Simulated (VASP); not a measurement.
A run of VASP 6.6.1 is set up as follows.

File POSCAR:

```
N
1.0
    4.9308690349      2.8468385646      4.4024911852
   -4.9308690349      2.8468385646      4.4024911852
    0.0000000000     -5.6936771292      4.4024911852
N
16
Direct
    0.5586118100      0.0423832500      0.7208305700
    0.9576167500      0.2791694300      0.4413881900
    0.7208305700      0.5586118100      0.0423832500
    0.9581408800      0.9581408800      0.9581408800
    0.5423832500      0.0586118100      0.2208305700
    0.7791694300      0.4576167500      0.9413881900
    0.2791694300      0.4413881900      0.9576167500
    0.0418591200      0.0418591200      0.0418591200
    0.4576167500      0.9413881900      0.7791694300
    0.5418591200      0.5418591200      0.5418591200
    0.4413881900      0.9576167500      0.2791694300
    0.4581408800      0.4581408800      0.4581408800
    0.0423832500      0.7208305700      0.5586118100
    0.9413881900      0.7791694300      0.4576167500
    0.2208305700      0.5423832500      0.0586118100
    0.0586118100      0.2208305700      0.5423832500
```

The input INCAR.step1:

```
SYSTEM = N
ALGO     = Normal         ! electronic algorithm
EDIFF    = 1E-4           ! SCF threshold, eV
ENCUT    = 520            ! plane-wave cutoff, eV
GGA      = PE             ! functional
ISMEAR   = 0              ! smearing method
LASPH    = .True.         ! aspherical terms in the spheres
LCHARG   = .False.        ! write CHGCAR
LREAL    = Auto         
LWAVE    = .True.         ! write WAVECAR
NBANDS   = 54             ! bands
NELM     = 100            ! most SCF steps
PREC     = Accurate       ! precision mode
SIGMA    = 0.1            ! smearing width, eV
```

Contents of INCAR.step2:

```
SYSTEM = N
ALGO     = Normal         ! electronic algorithm
EDIFF    = 1E-7           ! SCF threshold, eV
ENCUT    = 520            ! plane-wave cutoff, eV
ISIF     = 2              ! what is computed and relaxed
ISMEAR   = 0              ! smearing method
ISTART   = 1            
LASPH    = .True.         ! aspherical terms in the spheres
LCHARG   = .False.        ! write CHGCAR
LMIXTAU  = .True.       
LREAL    = Auto         
LWAVE    = .False.        ! write WAVECAR
METAGGA  = R2SCAN         ! meta-GGA
NBANDS   = 54             ! bands
NELM     = 100            ! most SCF steps
PREC     = Accurate       ! precision mode
SIGMA    = 0.1            ! smearing width, eV
```

File KPOINTS:

```
k-points
0
Gamma
  3 3 3
  0 0 0
```

Potentials or basis: VASP PAW PBE potentials, release 64 (N).

The run is started by

```bash
$ cat potpaw_PBE.64/N/POTCAR > POTCAR
$ cp INCAR.step1 INCAR
$ mpirun -np 1 vasp_std > vasp.out
$ cp INCAR.step2 INCAR
$ mpirun -np 1 vasp_std > vasp.out
```

**Question.** What does it give for the band gap on the k mesh?

**Answer.** 8.02 eV, indirect (least direct gap 8.07 eV).

**Question.** Predict the largest force.

**Answer.** 0.167 eV/Å.

**Question.** What does it give for the pressure?

**Answer.** -0.1 GPa.

Forces on the atoms (eV/Å):
```
N    0.001  0.141  0.089
N   -0.122  0.071 -0.089
N   -0.123 -0.070  0.089
N    0.000  0.000 -0.157
N   -0.001  0.141  0.089
N    0.122  0.071 -0.089
N    0.123  0.070 -0.089
N    0.000  0.000  0.157
N    0.001 -0.141 -0.089
N    0.000  0.000  0.157
N   -0.001 -0.141 -0.089
N    0.000  0.000 -0.157
N    0.122 -0.071  0.089
N   -0.123  0.070 -0.089
N   -0.122 -0.071  0.089
N    0.123 -0.070  0.089
```

Caveat: the standard files for N, O and F lose accuracy on very short bonds; the PAW data sets were made with another functional, which shifts forces and pressure a little. r2SCAN opens gaps a little over a GGA but as a rule still falls short of measured ones.
